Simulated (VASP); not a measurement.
Wanted: the native input for a VASP 6.6.1 run.

| Quantity | Value |
| --- | --- |
| Task | single point |
| Functional | LDA |
| Potentials or basis | VASP PAW PBE potentials, release 64 (Yb, Se) |
| Cutoff | 520 eV |
| k mesh | 8 × 8 × 8 |
| Occupations | gaussian, width 0.05 eV |
| Spin | collinear spin |
| Starting moments | [0.05, 0.0, 0.0] μB |
| Dipole correction | no |
| Further INCAR settings | ALGO = Normal; EDIFF = 1e-07; NBANDS = 29 |

The structure of YbSe2 lies in POSCAR:

```
YbSe2
1.0
    2.4079800550      1.3902479330      3.9325804517
   -2.4079800550      1.3902479330      3.9325804517
    0.0000000000     -2.7804958660      3.9325804517
Yb Se
1 2
Direct
    0.0000000000      0.0000000000      0.0000000000
    0.2500092680      0.2500092680      0.2500092680
    0.7499907320      0.7499907320      0.7499907320
```

The input as run:

INCAR

```
ALGO     = Normal         # electronic algorithm
EDIFF    = 1E-7           # SCF threshold, eV
ENCUT    = 520            # plane-wave cutoff, eV
GGA      = CA             # functional
ISIF     = 2              # what is computed and relaxed
ISMEAR   = 0              # smearing method
ISPIN    = 2              # spin polarisation
LASPH    = T              # aspherical terms in the spheres
LCHARG   = F              # write CHGCAR
LMAXMIX  = 6              # l up to which the mixer works
LORBIT   = 11             # projections on sites
LREAL    = F              # projectors in reciprocal space
LWAVE    = F              # write WAVECAR
MAGMOM   = 0.05 0 0       # initial moments
NBANDS   = 29             # bands
NELM     = 150            # most SCF steps
PREC     = Accurate       # precision mode
SIGMA    = 0.05           # smearing width, eV
```

KPOINTS

```
k-points
0
Gamma
  8 8 8
```

Potentials or basis: VASP PAW PBE potentials, release 64 (Yb, Se).

Command:

```console
$ cat potpaw_PBE.64/Yb/POTCAR potpaw_PBE.64/Se/POTCAR > POTCAR
$ mpirun -np 1 vasp_std > vasp.out
```

It gave:

- Pressure: -5.0 GPa
- Band gap on the k mesh: zero (filled and empty bands overlap)
- Net moment: 0.00 μB per cell
- Valence electrons inside the program's atomic spheres: Yb 21.99; Se 3.79

Caveat: the cell stands under tension; the PAW data sets were made with another functional, which shifts forces and pressure a little; spin-orbit coupling is left out, which moves the levels of the heavy elements.

Run time: 18 min on 1 thread of Oxide Virtual Turin-like Processor, with other jobs on the host, peak memory 0.33 GiB.
